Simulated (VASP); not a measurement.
# CoO in VASP: a series of runs, part 3 of 3

VASP 6.6.1. Earlier steps stand in the parts before.

## 7. Single point, PBE+U, collinear spin, ferromagnetic start

File INCAR:

```
PREC = Accurate
ENCUT = 600
EDIFF = 1E-6
ISMEAR = 0
SIGMA = 0.05
LREAL = F
LASPH = T
NELM = 200
ALGO = Normal
ISIF = 2
LWAVE = F
LCHARG = F
ISPIN = 2
MAGMOM = 2.88 0.24
LORBIT = 11
LMAXMIX = 4
LDAU = T
LDAUTYPE = 2
LDAUL = 2 -1
LDAUU = 3.3 0
LDAUJ = 0 0
LDAUPRINT = 1
GGA = PE
NBANDS = 22
GGA_COMPAT = F
```

File KPOINTS:

```
regular mesh
0
Gamma
  10 10 10
```

File POSCAR:

```
CoO
1.0
    0.0000000000      2.1628257023      2.1628257023
    2.1628257023      0.0000000000      2.1628257023
    2.1628257023      2.1628257023      0.0000000000
Co O
1 1
Direct
    0.0000000000      0.0000000000      0.0000000000
    0.5000000000      0.5000000000      0.5000000000
```

Potentials or basis: VASP PAW PBE potentials, release 64 (Co_sv, O).

Started as:

```
> cat potpaw_PBE.64/Co_sv/POTCAR potpaw_PBE.64/O/POTCAR > POTCAR
> mpirun -np 1 vasp_std > vasp.out
```

OUTCAR:

```text
PREC = Accurate
   ENCUT = 600
   EDIFF = 1E-6
   ISMEAR = 0
   LREAL = F
   LASPH = T
   NELM = 200
   ISIF = 2
   ISPIN = 2
   LORBIT = 11
   GGA = PE

 ion  position               nearest neighbor table
   1  0.000  0.000  0.000-   2 2.16   2 2.16   2 2.16   2 2.16   2 2.16   2 2.16
   2  0.500  0.500  0.500-   1 2.16   1 2.16   1 2.16   1 2.16   1 2.16   1 2.16

  LATTYP: Found a face centered cubic cell.
 ALAT       =     4.3256514046

  Lattice vectors:

 A1 = (   0.0000000000,   2.1628257023,   2.1628257023)
 A2 = (   2.1628257023,   0.0000000000,   2.1628257023)
 A3 = (   2.1628257023,   2.1628257023,   0.0000000000)

Analysis of symmetry for initial positions (statically):
=====================================================================
 Subroutine PRICEL returns:
 Original cell was already a primitive cell.

 Routine SETGRP: Setting up the symmetry group for a
 face centered cubic supercell.

 Subroutine GETGRP returns: Found 48 space group operations
 (whereof 48 operations were pure point group operations)
 out of a pool of 48 trial point group operations.

The static configuration has the point symmetry O_h .

Analysis of symmetry for dynamics (positions and initial velocities):
=====================================================================
 Subroutine PRICEL returns:
 Original cell was already a primitive cell.

 Routine SETGRP: Setting up the symmetry group for a
 face centered cubic supercell.

 Subroutine GETGRP returns: Found 48 space group operations
 (whereof 48 operations were pure point group operations)
 out of a pool of 48 trial point group operations.

The dynamic configuration has the point symmetry O_h .

Analysis of structural, dynamic, and magnetic symmetry:
=====================================================================
 Subroutine PRICEL returns:
 Original cell was already a primitive cell.

 Routine SETGRP: Setting up the symmetry group for a
 face centered cubic supercell.

 Subroutine GETGRP returns: Found 48 space group operations
 (whereof 48 operations were pure point group operations)
 out of a pool of 48 trial point group operations.

The overall configuration has the point symmetry O_h .

 Subroutine INISYM returns: Found 48 space group operations
 (whereof 48 operations are pure point group operations),
 and found     1 'primitive' translations

----------------------------------------------------------------------------------------

                                     Primitive cell

  volume of cell :      20.2346

  direct lattice vectors                    reciprocal lattice vectors
     0.000000000  2.162825702  2.162825702    -0.231179054  0.231179054  0.231179054
     2.162825702  0.000000000  2.162825702     0.231179054 -0.231179054  0.231179054
     2.162825702  2.162825702  0.000000000     0.231179054  0.231179054 -0.231179054

  length of vectors
[... 106 lines left out ...]
   LORBIT       =     11    0 simple, 1 ext, 2 COOP (PROOUT), +10 PAW based schemes
 LDA+U is selected, type is set to LDAUTYPE =  2
   angular momentum for each species LDAUL =     2   -1
   U (eV)           for each species LDAUU =   3.3  0.0
   J (eV)           for each species LDAUJ =   0.0  0.0
   GGA     = PE    functional components
   LHFCALC =     F    Hartree Fock is set to
   AEXX    =    0.0000 exact exchange contribution
   IVDW    =     0    specifies the selected vdW correction
   LEPSILON=     F    determine dielectric tensor
   LRPA    =     F    only Hartree local field effects (RPA)
 spin polarized calculation
 Gauss-broadening in eV      SIGMA  =   0.05
  energy-cutoff  :      600.00
  volume of cell :       20.23
 maximum number of plane-waves:       692
   NGX = 13   NGY = 13   NGZ = 13

atom =   1  type =  1  l = 2

 onsite density matrix

spin component  1

  0.9239 -0.0000  0.0000 -0.0000  0.0000
 -0.0000  0.9239  0.0000 -0.0000  0.0000
  0.0000  0.0000  0.9527  0.0000 -0.0000
 -0.0000 -0.0000  0.0000  0.9239 -0.0000
  0.0000  0.0000 -0.0000 -0.0000  0.9527

spin component  2

  0.6061  0.0000  0.0000  0.0000  0.0000
  0.0000  0.6061 -0.0000  0.0000 -0.0000
  0.0000 -0.0000  0.0946  0.0000  0.0000
  0.0000  0.0000  0.0000  0.6061  0.0000
  0.0000 -0.0000  0.0000  0.0000  0.0946

 occupancies and eigenvectors

  o =  0.0946  v =  0.0000  0.0000  0.0000  0.0000  0.0000  0.0000  0.0000  0.9999  0.0000 -0.0130      0.0000  0.0000  0.0000  0.0000  0.0000  0.0000  0.0000  0.0000  0.0000  0.0000
  o =  0.0946  v =  0.0000  0.0000  0.0000  0.0000  0.0000  0.0000  0.0000 -0.0130  0.0000 -0.9999      0.0000  0.0000  0.0000  0.0000  0.0000  0.0000  0.0000  0.0000  0.0000  0.0000
  o =  0.6061  v =  0.0000  0.0000  0.0000  0.0000  0.0000  1.0000  0.0000  0.0000  0.0000  0.0000      0.0000  0.0000  0.0000  0.0000  0.0000  0.0000  0.0000  0.0000  0.0000  0.0000
  o =  0.6061  v =  0.0000  0.0000  0.0000  0.0000  0.0000  0.0000 -0.9995  0.0000 -0.0308  0.0000      0.0000  0.0000  0.0000  0.0000  0.0000  0.0000  0.0000  0.0000  0.0000  0.0000
  o =  0.6061  v =  0.0000  0.0000  0.0000  0.0000  0.0000  0.0000  0.0308  0.0000 -0.9995  0.0000      0.0000  0.0000  0.0000  0.0000  0.0000  0.0000  0.0000  0.0000  0.0000  0.0000
  o =  0.9239  v =  0.0000  0.0240  0.0000 -0.9997 -0.0000  0.0000  0.0000  0.0000  0.0000  0.0000      0.0000  0.0000  0.0000  0.0000  0.0000  0.0000  0.0000  0.0000  0.0000  0.0000
  o =  0.9239  v =  1.0000  0.0000  0.0000  0.0000  0.0000  0.0000  0.0000  0.0000  0.0000  0.0000      0.0000  0.0000  0.0000  0.0000  0.0000  0.0000  0.0000  0.0000  0.0000  0.0000
  o =  0.9239  v =  0.0000  0.9997  0.0000  0.0240 -0.0000  0.0000  0.0000  0.0000  0.0000  0.0000      0.0000  0.0000  0.0000  0.0000  0.0000  0.0000  0.0000  0.0000  0.0000  0.0000
  o =  0.9527  v =  0.0000 -0.0000 -0.0255  0.0000 -0.9997  0.0000  0.0000  0.0000  0.0000  0.0000      0.0000  0.0000  0.0000  0.0000  0.0000  0.0000  0.0000  0.0000  0.0000  0.0000
  o =  0.9527  v =  0.0000 -0.0000  0.9997  0.0000 -0.0255  0.0000  0.0000  0.0000  0.0000  0.0000      0.0000  0.0000  0.0000  0.0000  0.0000  0.0000  0.0000  0.0000  0.0000  0.0000

 number of electron      22.9999983 magnetization       2.9986970

 Free energy of the ion-electron system (eV)
  ---------------------------------------------------
  ext. energy  EPLUGINS =         0.00000000
  ---------------------------------------------------
  free energy    TOTEN  =       -11.02576992 eV

  energy without entropy =      -11.01950225  energy(sigma->0) =      -11.02263608

 E-fermi :   7.9419     XC(G=0): -12.3982

 val. band max:        7.9250766090   @ k =   0.4000   0.2000   0.1000
 cond. band min:       7.9488917523   @ k =   0.4000   0.1000   0.0000
 fundamental gap:      0.0238151433
 Fermi energy:         7.9419189729

 spin component 1

 k-point     1 :       0.0000    0.0000    0.0000
  band No.  band energies     occupation
      1     -88.8109      1.00000
      2     -52.0511      1.00000
      3     -52.0511      1.00000
      4     -52.0511      1.00000
      5     -11.3958      1.00000
      6       3.4410      1.00000
[... 1193 lines left out ...]
     21      37.4709      0.00000
     22      38.7407      0.00000

 [... further k-points ...]
[... 5 lines left out ...]
  --------------------------------------------------------------------------------------
  -------------------------------------------------------------------------------------
  Total       -1.2866093     -1.2866093     -1.2866093     -0.0000000     -0.0000000      0.0000000
  in kB     -101.8738436   -101.8738436   -101.8738436     -0.0000000     -0.0000000      0.0000000
  external PRESSURE =    -101.8738436 kB  Pullay stress =       0.0000000 kB

 VOLUME and BASIS-vectors are now :
 -----------------------------------------------------------------------------
  energy-cutoff  :      600.00
  volume of cell :       20.23
      direct lattice vectors                 reciprocal lattice vectors
     0.000000000  2.162825702  2.162825702    -0.231179054  0.231179054  0.231179054
     2.162825702  0.000000000  2.162825702     0.231179054 -0.231179054  0.231179054
     2.162825702  2.162825702  0.000000000     0.231179054  0.231179054 -0.231179054

 POSITION                                       TOTAL-FORCE (eV/Angst)
 -----------------------------------------------------------------------------------
      0.00000      0.00000      0.00000         0.000000      0.000000     -0.000000
      2.16283      2.16283      2.16283         0.000000      0.000000      0.000000
 -----------------------------------------------------------------------------------
    total drift:                                0.000000     -0.000000     -0.000000

  FREE ENERGIE OF THE ION-ELECTRON SYSTEM (eV)
  ---------------------------------------------------
  free  energy   TOTEN  =       -11.0257699176 eV

  energy  without entropy=      -11.0195022484  energy(sigma->0) =      -11.02263608

 total charge

# of ion       s       p       d       tot
------------------------------------------
    1        2.139   6.056   6.659  14.854
    2        1.549   3.432   0.000   4.980
--------------------------------------------------
tot          3.688   9.488   6.659  19.835

 magnetization (x)

# of ion       s       p       d       tot
------------------------------------------
    1        0.013   0.010   2.666   2.689
    2        0.024   0.222   0.000   0.246
--------------------------------------------------
tot          0.037   0.232   2.666   2.935
```

stdout:

```text
POSCAR found type information on POSCAR CoO
 POSCAR found :  2 types and       2 ions
 scaLAPACK will be used
 LDA part: xc-table for (Slater+PW92), standard interpolation
 POSCAR, INCAR and KPOINTS ok, starting setup
 FFT: planning ... GRIDC
 FFT: planning ... GRID_SOFT
 FFT: planning ... GRID
 WAVECAR not read
 entering main loop
```

Wall time 36 s (1 thread of Intel Xeon Platinum 8488C (Sapphire Rapids), shared host); peak memory 0.17 GiB.

Results:

```
Free energy                                           : -11.0258 eV
Pressure                                              : -10.2 GPa
Band gap on the k mesh                                : zero (filled and empty bands overlap)
Net moment                                            : 3.00 μB per cell
Site moments                                          : Co +2.69; O +0.25 μB
Valence electrons inside the program's atomic spheres : Co 14.85; O 4.98
```

Levels at points of the mesh, in eV from the Fermi level:
Spin up:
```csv
k point,band 10,band 11,band 12,band 13,band 14,band 15,band 16,band 17
"(0.00, 0.00, 0.00)",-4.06,-2.45,-2.45,-2.45,1.09,16.97,17.65,17.65
"(0.50, 0.00, 0.00)",-3.50,-2.69,-0.32,-0.32,5.27,9.27,13.38,13.38
"(0.50, 0.50, 0.00)",-3.64,-3.64,-3.24,-3.24,5.79,9.93,11.35,15.54
```
Spin down:
| k point | band 6 | band 7 | band 8 | band 9 | band 10 | band 11 | band 12 | band 13 | band 14 | band 15 |
| --- | --- | --- | --- | --- | --- | --- | --- | --- | --- | --- |
| (0.00, 0.00, 0.00) | -2.00 | -2.00 | -2.00 | -1.04 | -1.04 | -1.04 | 1.58 | 1.72 | 1.72 | 16.78 |
| (0.50, 0.00, 0.00) | -6.89 | -3.72 | -3.72 | -0.09 | -0.09 | 0.18 | 3.98 | 3.98 | 5.49 | 10.02 |
| (0.50, 0.50, 0.00) | -5.71 | -3.21 | -3.21 | -2.04 | 0.06 | 0.06 | 2.21 | 2.53 | 6.69 | 10.31 |

Eigenvalues of the final occupation matrices:
```csv
site,spin,trace,eigenvalues
site 1 d,1,4.68,0.92 0.92 0.92 0.95 0.95
site 1 d,2,2.01,0.09 0.09 0.61 0.61 0.61
```

Caveat: a cell with one magnetic atom can't hold antiferromagnetic order, which such compounds often take. The state reached can hang on the start; a lower one may exist.

## 8. Summary

| potentials or basis | spin | cell | k mesh | cutoff (eV) | second run | gap on the mesh (eV) | pressure (GPa) | moment (μB) |
| --- | --- | --- | --- | --- | --- | --- | --- | --- |
| VASP PAW PBE potentials, release 64 (Co, O) | collinear, ferromagnetic start | a = 3.059 Å, angles 60.0°, 2 atoms | 10 × 10 × 10 | 520 | - | none | -9.0 | 3.00 |
| VASP PAW PBE potentials, release 64 (Co_sv, O) | collinear, ferromagnetic start | a = 3.014 Å, angles 60.0°, 2 atoms | 6 × 6 × 6 | 600 | valence_matched | none | -2.9 | 3.00 |
| VASP PAW PBE potentials, release 64 (Co_sv, O) | collinear, ferromagnetic start | a = 3.068 Å, angles 60.0°, 2 atoms | 10 × 10 × 10 | 600 | valence_matched | none | -11.3 | 3.00 |
| VASP PAW PBE potentials, release 64 (Co_sv, O) | collinear, ferromagnetic start | a = 3.014 Å, angles 60.0°, 2 atoms | 10 × 10 × 10 | 600 | valence_matched | none | -2.6 | 3.00 |
| VASP PAW PBE potentials, release 64 (Co, O) | collinear, antiferromagnetic start | a = 5.314 Å, angles 33.9°, 4 atoms | 10 × 10 × 10 | 520 | - | none | -12.0 | 0.00 |
| VASP PAW PBE potentials, release 64 (Co_sv, O) | collinear, ferromagnetic start | a = 3.059 Å, angles 60.0°, 2 atoms | 10 × 10 × 10 | 600 | valence_matched | none | -10.2 | 3.00 |

Alike in all rows: task single point; level PBE+U; Co d U = 3.3 eV; smearing gaussian 0.05 eV.

Caveats: some runs use coarse meshes; a cell with one magnetic atom can't hold antiferromagnetic order, which such compounds often take (some runs).

Absolute energies hang on the potentials; compare differences alone.
